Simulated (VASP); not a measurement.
# Re (P6_3/mmc) in VASP: a series of runs

Re is run at these levels: LDA; tasks: single point.

Program: VASP 6.6.1. These are calculated values, not measurements. Logs are shortened: lines on timing, memory, paths and dates and some standing lists are left out, and cuts for length are marked.

### 1 The cell of the first run

The structure is hexagonal, space group P6_3/mmc (No. 194). The conventional cell has a = 2.739 Å, b = 2.739 Å, c = 4.412 Å, α = 90.00°, β = 90.00°, γ = 120.00°. Re (site symmetry -6m2) has 12 Re at 2.71 to 2.74 Å within 3.6 Å.

### 2 Single point, LDA

The input, INCAR:

```
  ALGO = Normal
  EDIFF = 1E-6
  ENCUT = 600
  GGA_COMPAT = False
  ISIF = 2
  ISMEAR = 1
  LASPH = True
  LCHARG = False
  LREAL = False
  LWAVE = False
  NBANDS = 14
  NELM = 120
  PREC = Accurate
  SIGMA = 0.2
```

The input, KPOINTS:

```
k-points
0
Gamma
  13 13 7
```

The input, POSCAR:

```
Re
1.0
    2.7391880258      0.0000000000      0.0000000000
   -1.3695940129      2.3722064161      0.0000000000
    0.0000000000      0.0000000000      4.4118668232
Re
2
Direct
    0.3333333333      0.6666666667      0.2500000000
    0.6666666667      0.3333333333      0.7500000000
```

Potentials or basis: VASP PAW LDA potentials, release 64 (Re).

On the command line:

```console
$ cat potpaw_LDA.64/Re/POTCAR > POTCAR
$ mpirun -np 1 vasp_std > vasp.out
```

OUTCAR:

```text
EDIFF = 1E-6
   ENCUT = 600
   ISIF = 2
   ISMEAR = 1
   LASPH = True
   LREAL = False
   NELM = 120
   PREC = Accurate

 ion  position               nearest neighbor table
   1  0.333  0.667  0.250-   2 2.71   2 2.71   2 2.71   2 2.71   2 2.71   2 2.71
   2  0.667  0.333  0.750-   1 2.71   1 2.71   1 2.71   1 2.71   1 2.71   1 2.71

  LATTYP: Found a hexagonal cell.
 ALAT       =     2.7391880258
 C/A-ratio  =     1.6106476743

  Lattice vectors:

 A1 = (   2.7391880258,   0.0000000000,   0.0000000000)
 A2 = (  -1.3695940129,   2.3722064161,   0.0000000000)
 A3 = (   0.0000000000,   0.0000000000,   4.4118668232)

Analysis of symmetry for initial positions (statically):
=====================================================================
 Subroutine PRICEL returns:
 Original cell was already a primitive cell.

 Routine SETGRP: Setting up the symmetry group for a
 hexagonal supercell.

 Subroutine GETGRP returns: Found 24 space group operations
 (whereof 12 operations were pure point group operations)
 out of a pool of 24 trial point group operations.

The static configuration has the point symmetry D_3d.
 The point group associated with its full space group is D_6h.

Analysis of symmetry for dynamics (positions and initial velocities):
=====================================================================
 Subroutine PRICEL returns:
 Original cell was already a primitive cell.

 Routine SETGRP: Setting up the symmetry group for a
 hexagonal supercell.

 Subroutine GETGRP returns: Found 24 space group operations
 (whereof 12 operations were pure point group operations)
 out of a pool of 24 trial point group operations.

The dynamic configuration has the point symmetry D_3d.
 The point group associated with its full space group is D_6h.

 Subroutine INISYM returns: Found 24 space group operations
 (whereof 12 operations are pure point group operations),
 and found     1 'primitive' translations

----------------------------------------------------------------------------------------

                                     Primitive cell

  volume of cell :      28.6680

  direct lattice vectors                    reciprocal lattice vectors
     2.739188026  0.000000000  0.000000000     0.365071689  0.210774238  0.000000000
    -1.369594013  2.372206416  0.000000000     0.000000000  0.421548476  0.000000000
     0.000000000  0.000000000  4.411866823     0.000000000  0.000000000  0.226661420

  length of vectors
     2.739188026  2.739188026  4.411866823     0.421548476  0.421548476  0.226661420
[... 93 lines left out ...]
   NUPDOWN=      -1.0000    fix difference up-down
   EMIN   =  10.00;   EMAX   =-10.00  energy-range for DOS
   EFERMI =   0.00;   METHOD = LEGACY
   ISMEAR =     1;   SIGMA  =   0.20  broadening in eV -4-tet -1-fermi 0-gaus
   EFERMI_NEDOS =   21; number of points for ismear=-14 and -15
   IALGO  =     38    algorithm
   IMIX   =      4    mixing-type and parameters
     AMIX     =   0.40;   BMIX     =  1.00
     AMIX_MAG =   1.60;   BMIX_MAG =  1.00
  volume/ion in A,a.u.               =      14.33        96.73
  Fermi-wavevector in a.u.,A,eV,Ry     =   1.289195  2.436225 22.613205  1.662024
  Thomas-Fermi vector in A             =   2.421103
   LORBIT       =      0    0 simple, 1 ext, 2 COOP (PROOUT), +10 PAW based schemes
   GGA     = CA    functional components
   LHFCALC =     F    Hartree Fock is set to
   AEXX    =    0.0000 exact exchange contribution
   IVDW    =     0    specifies the selected vdW correction
   LEPSILON=     F    determine dielectric tensor
   LRPA    =     F    only Hartree local field effects (RPA)
 non-spin polarized calculation
 Methfessel and Paxton  Order N= 1 SIGMA  =   0.20
  energy-cutoff  :      600.00
  volume of cell :       28.67
 maximum number of plane-waves:       984
 NGX is ok and might be reduce to    24
   NGX = 11   NGY = 11   NGZ = 17

 number of electron      14.0000000 magnetization

 Free energy of the ion-electron system (eV)
  ---------------------------------------------------
  ext. energy  EPLUGINS =         0.00000000
  ---------------------------------------------------
  free energy    TOTEN  =       -27.53234608 eV

  energy without entropy =      -27.53373405  energy(sigma->0) =      -27.53280874

 E-fermi :   8.1650     XC(G=0): -13.9822

 val. band max:        8.1460910918   @ k =   0.1538   0.0769   0.0000
 cond. band min:       8.1818200016   @ k =   0.1538   0.0769   0.1429
 fundamental gap:      0.0357289098
 Fermi energy:         8.1649825409

 k-point     1 :       0.0000    0.0000    0.0000
  band No.  band energies     occupation
      1      -1.7924      2.00000
      2       1.3819      2.00000
      3       6.5049      2.00000
      4       6.5049      2.00000
      5       6.5449      2.00000
      6       7.3854      2.00000
      7       7.3854      2.00000
      8       8.3218      0.02837
      9       8.3218      0.02837
     10       9.0137     -0.00000
     11      11.6529     -0.00000
     12      11.6529     -0.00000
     13      18.5959      0.00000
     14      22.4120      0.00000
[... 377 lines left out ...]
      1      -0.6127      2.00000
      2       2.2659      2.00000
      3       5.4032      2.00000
      4       5.8323      2.00000
      5       6.5802      2.00000
      6       7.0764      2.00000
      7       7.4781      2.00001
      8       7.9415      2.06684
      9       8.3865     -0.06597
     10       8.5752     -0.01350
     11      12.0152     -0.00000
     12      13.9135      0.00000
     13      19.5680      0.00000
     14      23.9050      0.00000

 [... further k-points ...]

------------------------ aborting loop because EDIFF is reached ----------------------------------------

  FORCE on cell =-STRESS in cart. coord.  units (eV):
  Direction    XX          YY          ZZ          XY          YZ          ZX
  --------------------------------------------------------------------------------------
  -------------------------------------------------------------------------------------
  Total        0.2513963      0.2513963      0.2624990      0.0000000      0.0000000      0.0000000
  in kB       14.0498839     14.0498839     14.6703839      0.0000000      0.0000000      0.0000000
  external PRESSURE =      14.2567172 kB  Pullay stress =       0.0000000 kB

 VOLUME and BASIS-vectors are now :
 -----------------------------------------------------------------------------
  energy-cutoff  :      600.00
  volume of cell :       28.67
      direct lattice vectors                 reciprocal lattice vectors
     2.739188026  0.000000000  0.000000000     0.365071689  0.210774238  0.000000000
    -1.369594013  2.372206416  0.000000000     0.000000000  0.421548476  0.000000000
     0.000000000  0.000000000  4.411866823     0.000000000  0.000000000  0.226661420

 POSITION                                       TOTAL-FORCE (eV/Angst)
 -----------------------------------------------------------------------------------
     -0.00000      1.58147      1.10297         0.000000     -0.000000      0.000000
      1.36959      0.79074      3.30890        -0.000000      0.000000      0.000000
 -----------------------------------------------------------------------------------
    total drift:                               -0.000000      0.000000     -0.000000

  FREE ENERGIE OF THE ION-ELECTRON SYSTEM (eV)
  ---------------------------------------------------
  free  energy   TOTEN  =       -27.5323460824 eV

  energy  without entropy=      -27.5337340507  energy(sigma->0) =      -27.53280874
```

It took 16 s on 1 thread of Intel Xeon 6975P-C (Granite Rapids), shared host; peak memory 0.16 GiB.

Results:

```yaml
Free_energy: -27.5323 eV
Pressure: 1.4 GPa
Band_gap_on_the_k_mesh: zero (band 7 reaches 9.55 eV, above the bottom of band 8 at 6.50 eV)
```

Levels at points of the mesh, in eV from the Fermi level:
| k point | band 5 | band 6 | band 7 | band 8 | band 9 | band 10 |
| --- | --- | --- | --- | --- | --- | --- |
| (0.00, 0.00, 0.00) | -1.62 | -0.78 | -0.78 | 0.16 | 0.16 | 0.85 |

Caveat: spin-orbit coupling is left out, which moves the levels of the heavy elements.

### 3 Single point, LDA

The input, INCAR:

```
PREC = Accurate
ENCUT = 600
EDIFF = 1E-6
ISMEAR = 1
SIGMA = 0.3
LREAL = F
LASPH = T
NELM = 120
ALGO = Normal
ISIF = 2
LWAVE = F
LCHARG = F
GGA = CA
NBANDS = 14
GGA_COMPAT = F
```

The input, KPOINTS:

```
regular mesh
0
Gamma
  13 13 7
```

POSCAR is that of step 2.

Potentials or basis: VASP PAW LDA potentials, release 64 (Re).

On the command line:

```console
$ cat potpaw_LDA.64/Re/POTCAR > POTCAR
$ mpirun -np 1 vasp_std > vasp.out
```

It took 15 s on 1 thread of Intel Xeon 6975P-C (Granite Rapids), shared host; peak memory 0.16 GiB.

Results (log left out):

```yaml
Free_energy: -27.5307 eV
Pressure: 1.4 GPa
Band_gap_on_the_k_mesh: zero (band 7 reaches 9.55 eV, above the bottom of band 8 at 6.50 eV)
```

Stress tensor (GPa, compression positive):
```
1.39 0.00 0.00
0.00 1.39 0.00
0.00 0.00 1.55
```

Levels at points of the mesh, in eV from the Fermi level:
```
           k point  band 3  band 4  band 5  band 6  band 7  band 8  band 9  band 10  band 11  band 12
(0.00, 0.00, 0.00)   -1.67   -1.67   -1.63   -0.79   -0.79    0.14    0.14     0.84     3.47     3.47
```

Caveat: spin-orbit coupling is left out, which moves the levels of the heavy elements.

### 4 Single point, LDA

The input, INCAR:

```
SYSTEM = Re
  PREC = Accurate
  ENCUT = 600
  EDIFF = 1E-6
  ISMEAR = 1
  SIGMA = 0.6
  LREAL = .False.
  LASPH = .True.
  NELM = 120
  ALGO = Normal
  ISIF = 2
  LWAVE = .False.
  LCHARG = .False.
  GGA = CA
  NBANDS = 14
  GGA_COMPAT = .False.
```

The input, KPOINTS:

```
Automatic mesh
0
Gamma
  13 13 7
  0 0 0
```

POSCAR is that of step 3.

On the command line:

```console
$ cat potpaw_LDA.64/Re/POTCAR > POTCAR
$ mpirun -np 1 vasp_std > vasp.out
```

Run time: 14 s. Hardware: 1 thread of Intel Xeon 6975P-C (Granite Rapids), shared host; peak memory 0.16 GiB.

Results (log left out):

```yaml
Free_energy: -27.5228 eV
Pressure: 1.5 GPa
Band_gap_on_the_k_mesh: zero (band 7 reaches 9.55 eV, above the bottom of band 8 at 6.50 eV)
```

Levels at points of the mesh, in eV from the Fermi level:
| k point | band 5 | band 6 | band 7 | band 8 | band 9 | band 10 |
| --- | --- | --- | --- | --- | --- | --- |
| (0.00, 0.00, 0.00) | -1.64 | -0.80 | -0.80 | 0.14 | 0.14 | 0.84 |

Caveat: spin-orbit coupling is left out, which moves the levels of the heavy elements.

### 5 The runs side by side

| smearing | gap on the mesh (eV) | pressure (GPa) |
| --- | --- | --- |
| methfessel-paxton 0.2 eV | none | 1.4 |
| methfessel-paxton 0.3 eV | none | 1.4 |
| methfessel-paxton 0.6 eV | none | 1.5 |

Alike in all rows: task single point; level LDA; potentials or basis VASP PAW LDA potentials, release 64 (Re); no spin polarisation; cell as given; k mesh 13 × 13 × 7; cutoff (eV) 600.

Every run on the cell as given and a fine mesh finds a metal.

Caveats: spin-orbit coupling is left out, which moves the levels of the heavy elements.

Absolute energies hang on the potentials; compare differences alone.
